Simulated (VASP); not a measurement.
# PtSe (Fm-3m) in VASP: a series of runs

Aim: see how the results for PtSe move with the level of theory and the settings. Levels: PBE+U, PBE. Tasks: single point.

All numbers are computed with VASP 6.6.1; they aren't measurements. Logs are shortened: lines on timing, memory, paths and dates and some standing lists are left out, and cuts for length are marked.

### Step 1. The cell of the first run

Symmetry: Fm-3m, No. 225, cubic system. The conventional cell has a = 5.297 Å, b = 5.297 Å, c = 5.297 Å, α = 90.00°, β = 90.00°, γ = 90.00°. Within 3.5 Å of Pt (site symmetry m-3m) lie 6 Se at 2.65 Å. Within 3.5 Å of Se (site symmetry m-3m) lie 6 Pt at 2.65 Å.

### Step 2. Single point, PBE+U

The input, INCAR:

```
ALGO = Normal ; EDIFF = 1E-6
ENCUT = 520 ; GGA = PE
ISIF = 2 ; ISMEAR = -1
LASPH = T ; LCHARG = F
LDAU = T ; LDAUJ = 0 0
LDAUL = 2 -1 ; LDAUPRINT = 1
LDAUTYPE = 2 ; LDAUU = 5 0
LMAXMIX = 4 ; LREAL = F
LWAVE = F ; NBANDS = 15
NELM = 150 ; PREC = Accurate
SIGMA = 0.05
```

The input, KPOINTS:

```
k-points
0
Gamma
  8 8 8
```

The input, POSCAR:

```
PtSe
1.0
    0.0000000000      2.6486861495      2.6486861495
    2.6486861495      0.0000000000      2.6486861495
    2.6486861495      2.6486861495      0.0000000000
Pt Se
1 1
Direct
    0.5000000000      0.5000000000      0.5000000000
    0.0000000000      0.0000000000      0.0000000000
```

Potentials or basis: VASP PAW PBE potentials, release 64 (Pt, Se).

On the command line:

```sh
$ cat potpaw_PBE.64/Pt/POTCAR potpaw_PBE.64/Se/POTCAR > POTCAR
$ mpirun -np 1 vasp_std > vasp.out
```

OUTCAR:

```text
EDIFF = 1E-6
   ENCUT = 520
   GGA = PE
   ISIF = 2
   ISMEAR = -1
   LASPH = T
   LREAL = F
   NELM = 150
   PREC = Accurate

 ion  position               nearest neighbor table
   1  0.500  0.500  0.500-   2 2.65   2 2.65   2 2.65   2 2.65   2 2.65   2 2.65
   2  0.000  0.000  0.000-   1 2.65   1 2.65   1 2.65   1 2.65   1 2.65   1 2.65

  LATTYP: Found a face centered cubic cell.
 ALAT       =     5.2973722990

  Lattice vectors:

 A1 = (   0.0000000000,   2.6486861495,   2.6486861495)
 A2 = (   2.6486861495,   0.0000000000,   2.6486861495)
 A3 = (   2.6486861495,   2.6486861495,   0.0000000000)

Analysis of symmetry for initial positions (statically):
=====================================================================
 Subroutine PRICEL returns:
 Original cell was already a primitive cell.

 Routine SETGRP: Setting up the symmetry group for a
 face centered cubic supercell.

 Subroutine GETGRP returns: Found 48 space group operations
 (whereof 48 operations were pure point group operations)
 out of a pool of 48 trial point group operations.

The static configuration has the point symmetry O_h .

Analysis of symmetry for dynamics (positions and initial velocities):
=====================================================================
 Subroutine PRICEL returns:
 Original cell was already a primitive cell.

 Routine SETGRP: Setting up the symmetry group for a
 face centered cubic supercell.

 Subroutine GETGRP returns: Found 48 space group operations
 (whereof 48 operations were pure point group operations)
 out of a pool of 48 trial point group operations.

The dynamic configuration has the point symmetry O_h .

 Subroutine INISYM returns: Found 48 space group operations
 (whereof 48 operations are pure point group operations),
 and found     1 'primitive' translations

----------------------------------------------------------------------------------------

                                     Primitive cell

  volume of cell :      37.1639

  direct lattice vectors                    reciprocal lattice vectors
     0.000000000  2.648686150  2.648686150    -0.188772837  0.188772837  0.188772837
     2.648686150  0.000000000  2.648686150     0.188772837 -0.188772837  0.188772837
     2.648686150  2.648686150  0.000000000     0.188772837  0.188772837 -0.188772837

  length of vectors
     3.745807875  3.745807875  3.745807875     0.326964146  0.326964146  0.326964146

  position of ions in fractional coordinates (direct lattice)
     0.500000000  0.500000000  0.500000000
     0.000000000  0.000000000  0.000000000

  ion indices of the primitive-cell ions
   primitive index   ion index
                 1           1
                 2           2

----------------------------------------------------------------------------------------

 KPOINTS: k-points

Automatic generation of k-mesh.
 Grid dimensions read from file:
 generate k-points for:    8    8    8

 Generating k-lattice:

  Cartesian coordinates                     Fractional coordinates (reciprocal lattice)
    -0.023596605  0.023596605  0.023596605     0.125000000  0.000000000  0.000000000
     0.023596605 -0.023596605  0.023596605     0.000000000  0.125000000  0.000000000
     0.023596605  0.023596605 -0.023596605     0.000000000  0.000000000  0.125000000

  Length of vectors
     0.040870518  0.040870518  0.040870518

  Shift w.r.t. Gamma in fractional coordinates (k-lattice)
     0.000000000  0.000000000  0.000000000

 Subroutine IBZKPT returns following result:
 ===========================================

 Found     29 irreducible k-points:

 Following reciprocal coordinates:
            Coordinates               Weight
  0.000000  0.000000  0.000000      1.000000
  0.125000  0.000000  0.000000      8.000000
  0.250000  0.000000  0.000000      8.000000
  0.375000  0.000000  0.000000      8.000000
  0.500000  0.000000  0.000000      4.000000
  0.125000  0.125000  0.000000      6.000000
[... 16 lines left out ...]
  0.500000  0.250000  0.125000     48.000000
 -0.375000  0.250000  0.125000     24.000000
 [... further k-points ...]
   k-points           NKPTS =     29   k-points in BZ     NKDIM =     29   number of bands    NBANDS=     15
   number of dos      NEDOS =    301   number of ions     NIONS =      2
   total plane-waves  NPLWV =  21952
   dimension x,y,z NGX =    28 NGY =   28 NGZ =   28
   dimension x,y,z NGXF=    56 NGYF=   56 NGZF=   56
   ions per type =               1   1
   NGX,Y,Z   is equivalent  to a cutoff of  12.43, 12.43, 12.43 a.u.
   NGXF,Y,Z  is equivalent  to a cutoff of  24.85, 24.85, 24.85 a.u.
 SYSTEM =  unknown system
   PREC   = accura    normal or accurate (medium, high low for compatibility)
   ISTART =      0    job   : 0-new  1-cont  2-samecut
   ICHARG =      2    charge: 1-file 2-atom 10-const
   ISPIN  =      1    spin polarized calculation?
   LNONCOLLINEAR =      F non collinear calculations
   LSORBIT =      F    spin-orbit coupling
   LASPH  =      T    aspherical Exc in radial PAW
   ENCUT  =  520.0 eV  38.22 Ry    6.18 a.u.   6.96  6.96  6.96*2*pi/ulx,y,z
   NELM   =    150;   NELMIN=  2; NELMDL= -5     # of ELM steps
   EDIFF  = 0.1E-05   stopping-criterion for ELM
   LREAL  =      F    real-space projection
   EDIFFG = 0.1E-04   stopping-criterion for IOM
   NSW    =      0    number of steps for IOM
   IBRION =     -1    ionic relax: 0-MD 1-quasi-New 2-CG
   NFREE  =      0    steps in history (QN), initial steepest desc. (CG)
   ISIF   =      2    stress and relaxation
   ISYM   =      2    0-nonsym 1-usesym 2-fastsym
   POTIM  = 0.5000    time-step for ionic-motion
   TEBEG  =    0.0;   TEEND  =   0.0 temperature during run
   PSTRESS=    0.0 pullay stress
   NELECT =      16.0000    total number of electrons
   NUPDOWN=      -1.0000    fix difference up-down
   EMIN   =  10.00;   EMAX   =-10.00  energy-range for DOS
   EFERMI =   0.00;   METHOD = LEGACY
   ISMEAR =    -1;   SIGMA  =   0.05  broadening in eV -4-tet -1-fermi 0-gaus
   EFERMI_NEDOS =   21; number of points for ismear=-14 and -15
   IALGO  =     38    algorithm
   IMIX   =      4    mixing-type and parameters
     AMIX     =   0.40;   BMIX     =  1.00
     AMIX_MAG =   1.60;   BMIX_MAG =  1.00
  volume/ion in A,a.u.               =      18.58       125.40
  Fermi-wavevector in a.u.,A,eV,Ry     =   1.236159  2.336002 20.790913  1.528089
  Thomas-Fermi vector in A             =   2.370779
   LORBIT       =      0    0 simple, 1 ext, 2 COOP (PROOUT), +10 PAW based schemes
 LDA+U is selected, type is set to LDAUTYPE =  2
   angular momentum for each species LDAUL =     2   -1
   U (eV)           for each species LDAUU =   5.0  0.0
   J (eV)           for each species LDAUJ =   0.0  0.0
   GGA     = PE    functional components
   LHFCALC =     F    Hartree Fock is set to
   AEXX    =    0.0000 exact exchange contribution
   IVDW    =     0    specifies the selected vdW correction
   LEPSILON=     F    determine dielectric tensor
   LRPA    =     F    only Hartree local field effects (RPA)
 non-spin polarized calculation
  energy-cutoff  :      520.00
  volume of cell :       37.16
 maximum number of plane-waves:      1012
   NGX = 13   NGY = 13   NGZ = 13

atom =   1  type =  1  l = 2

 onsite density matrix

spin component  1

  0.9352  0.0000 -0.0000  0.0000  0.0000
  0.0000  0.9352  0.0000  0.0000  0.0000
 -0.0000  0.0000  0.7631  0.0000  0.0000
  0.0000  0.0000  0.0000  0.9352  0.0000
  0.0000  0.0000  0.0000  0.0000  0.7631

spin component  2

  0.9352  0.0000 -0.0000  0.0000  0.0000
  0.0000  0.9352  0.0000  0.0000  0.0000
 -0.0000  0.0000  0.7631  0.0000  0.0000
  0.0000  0.0000  0.0000  0.9352  0.0000
  0.0000  0.0000  0.0000  0.0000  0.7631

 occupancies and eigenvectors

  o =  0.7631  v =  0.0000 -0.0000 -0.0300  0.0000  0.9995  0.0000  0.0000  0.0000  0.0000  0.0000      0.0000  0.0000  0.0000  0.0000  0.0000  0.0000  0.0000  0.0000  0.0000  0.0000
  o =  0.7631  v =  0.0000  0.0000  0.0000  0.0000  0.0000  0.0000 -0.0000 -0.0300  0.0000  0.9995      0.0000  0.0000  0.0000  0.0000  0.0000  0.0000  0.0000  0.0000  0.0000  0.0000
  o =  0.7631  v =  0.0000  0.0000  0.0000  0.0000  0.0000  0.0000 -0.0000  0.9995 -0.0000  0.0300      0.0000  0.0000  0.0000  0.0000  0.0000  0.0000  0.0000  0.0000  0.0000  0.0000
  o =  0.7631  v =  0.0000 -0.0000  0.9995 -0.0000  0.0300  0.0000  0.0000  0.0000  0.0000  0.0000      0.0000  0.0000  0.0000  0.0000  0.0000  0.0000  0.0000  0.0000  0.0000  0.0000
  o =  0.9352  v =  0.0000  0.9878  0.0000 -0.1557  0.0000  0.0000  0.0000  0.0000  0.0000  0.0000      0.0000  0.0000  0.0000  0.0000  0.0000  0.0000  0.0000  0.0000  0.0000  0.0000
  o =  0.9352  v =  0.0000  0.0000  0.0000  0.0000  0.0000  0.0000  0.9878  0.0000 -0.1557  0.0000      0.0000  0.0000  0.0000  0.0000  0.0000  0.0000  0.0000  0.0000  0.0000  0.0000
  o =  0.9352  v =  1.0000  0.0000  0.0000  0.0000  0.0000  0.0000  0.0000  0.0000  0.0000  0.0000      0.0000  0.0000  0.0000  0.0000  0.0000  0.0000  0.0000  0.0000  0.0000  0.0000
  o =  0.9352  v =  0.0000  0.0000  0.0000  0.0000  0.0000  1.0000  0.0000  0.0000  0.0000  0.0000      0.0000  0.0000  0.0000  0.0000  0.0000  0.0000  0.0000  0.0000  0.0000  0.0000
  o =  0.9352  v =  0.0000  0.0000  0.0000  0.0000  0.0000  0.0000 -0.1557 -0.0000 -0.9878  0.0000      0.0000  0.0000  0.0000  0.0000  0.0000  0.0000  0.0000  0.0000  0.0000  0.0000
  o =  0.9352  v =  0.0000 -0.1557 -0.0000 -0.9878  0.0000  0.0000  0.0000  0.0000  0.0000  0.0000      0.0000  0.0000  0.0000  0.0000  0.0000  0.0000  0.0000  0.0000  0.0000  0.0000

 number of electron      16.0000003 magnetization

 Free energy of the ion-electron system (eV)
  ---------------------------------------------------
  ext. energy  EPLUGINS =         0.00000000
  ---------------------------------------------------
  free energy    TOTEN  =        -6.51521282 eV

  energy without entropy =       -6.50854496  energy(sigma->0) =       -6.51187889

 E-fermi :   7.0167     XC(G=0): -11.3855

 val. band max:        6.9333228056   @ k =  -0.3750   0.3750   0.0000
 cond. band min:       7.0659467125   @ k =   0.5000   0.3750   0.1250
 fundamental gap:      0.1326239069
 Fermi energy:         7.0166965676

 k-point     1 :       0.0000    0.0000    0.0000
  band No.  band energies     occupation
      1      -7.8687      2.00000
      2       2.8002      2.00000
      3       2.8002      2.00000
      4       2.8002      2.00000
      5       3.5390      2.00000
      6       3.5390      2.00000
      7       5.8413      2.00000
      8       5.8413      2.00000
      9       5.8413      2.00000
     10       8.7708      0.00000
     11      17.2840      0.00000
     12      18.2151      0.00000
     13      18.2151      0.00000
     14      18.2151      0.00000
     15      20.7453      0.00000

 k-point     2 :       0.1250    0.0000    0.0000
  band No.  band energies     occupation
      1      -7.6973      2.00000
      2       2.5031      2.00000
      3       2.7345      2.00000
      4       2.7345      2.00000
      5       3.1859      2.00000
      6       3.1859      2.00000
      7       4.9411      2.00000
      8       6.5776      1.99969
      9       6.5776      1.99969
     10      10.0688      0.00000
     11      16.0941      0.00000
     12      17.7270      0.00000
     13      17.7270      0.00000
     14      18.6296      0.00000
     15      19.7651      0.00000

 k-point     3 :       0.2500    0.0000    0.0000
  band No.  band energies     occupation
      1      -7.2326      2.00000
      2       1.3894      2.00000
      3       2.0933      2.00000
      4       2.0933      2.00000
      5       3.3286      2.00000
      6       3.3286      2.00000
      7       4.3428      2.00000
      8       7.9220      0.00000
      9       7.9220      0.00000
     10      11.6045      0.00000
     11      14.8337      0.00000
     12      16.0783      0.00000
     13      16.0783      0.00000
     14      18.8909      0.00000
     15      19.7242      0.00000
[... 343 lines left out ...]
 k-point    23 :       0.5000    0.2500    0.1250
  band No.  band energies     occupation
      1      -6.5888      2.00000
      2       0.4247      2.00000
      3       1.6501      2.00000
      4       1.8491      2.00000
      5       3.4535      2.00000
      6       3.9330      2.00000
      7       4.6072      2.00000
      8       6.4401      1.99998
      9       8.5265      0.00000
     10      12.1379      0.00000
     11      13.3164      0.00000
     12      15.4496      0.00000
     13      16.7394      0.00000
     14      19.3449      0.00000
     15      22.2096      0.00000

 k-point    24 :      -0.3750    0.2500    0.1250
  band No.  band energies     occupation
      1      -6.4143      2.00000
      2       0.2300      2.00000
      3       1.5498      2.00000
      4       1.6795      2.00000
      5       3.7237      2.00000
      6       3.8117      2.00000
      7       4.3686      2.00000
      8       7.2473      0.01965
      9       7.8710      0.00000
     10      12.6052      0.00000
     11      12.7921      0.00000
     12      15.9057      0.00000
     13      16.3854      0.00000
     14      20.0571      0.00000
     15      21.7466      0.00000

 [... further k-points ...]
[... 5 lines left out ...]
  --------------------------------------------------------------------------------------
  -------------------------------------------------------------------------------------
  Total       -1.0831443     -1.0831443     -1.0831443     -0.0000000     -0.0000000      0.0000000
  in kB      -46.6955408    -46.6955408    -46.6955408     -0.0000000     -0.0000000      0.0000000
  external PRESSURE =     -46.6955408 kB  Pullay stress =       0.0000000 kB

 VOLUME and BASIS-vectors are now :
 -----------------------------------------------------------------------------
  energy-cutoff  :      520.00
  volume of cell :       37.16
      direct lattice vectors                 reciprocal lattice vectors
     0.000000000  2.648686150  2.648686150    -0.188772837  0.188772837  0.188772837
     2.648686150  0.000000000  2.648686150     0.188772837 -0.188772837  0.188772837
     2.648686150  2.648686150  0.000000000     0.188772837  0.188772837 -0.188772837

 POSITION                                       TOTAL-FORCE (eV/Angst)
 -----------------------------------------------------------------------------------
      2.64869      2.64869      2.64869         0.000000     -0.000000     -0.000000
      0.00000      0.00000      0.00000        -0.000000      0.000000      0.000000
 -----------------------------------------------------------------------------------
    total drift:                                0.000000      0.000000      0.000000

  FREE ENERGIE OF THE ION-ELECTRON SYSTEM (eV)
  ---------------------------------------------------
  free  energy   TOTEN  =        -6.5152128173 eV

  energy  without entropy=       -6.5085449569  energy(sigma->0) =       -6.51187889
```

Run time: 31 s. Hardware: 1 thread of Intel Xeon 8259CL, shared host; peak memory 0.17 GiB.

Results:

```yaml
Free_energy: -6.5152 eV
Pressure: -4.7 GPa
Band_gap_on_the_k_mesh: zero (band 8 reaches 9.78 eV, above the bottom of band 9 at 5.37 eV)
```

Eigenvalues of the final occupation matrices:
```
    site  spin  trace               eigenvalues
site 1 d     1   4.33  0.76 0.76 0.94 0.94 0.94
site 1 d     2   4.33  0.76 0.76 0.94 0.94 0.94
```

Caveat: spin-orbit coupling is left out, which moves the levels of the heavy elements; U without spin polarisation on a metal has little footing.

[end of part 1 of 3]
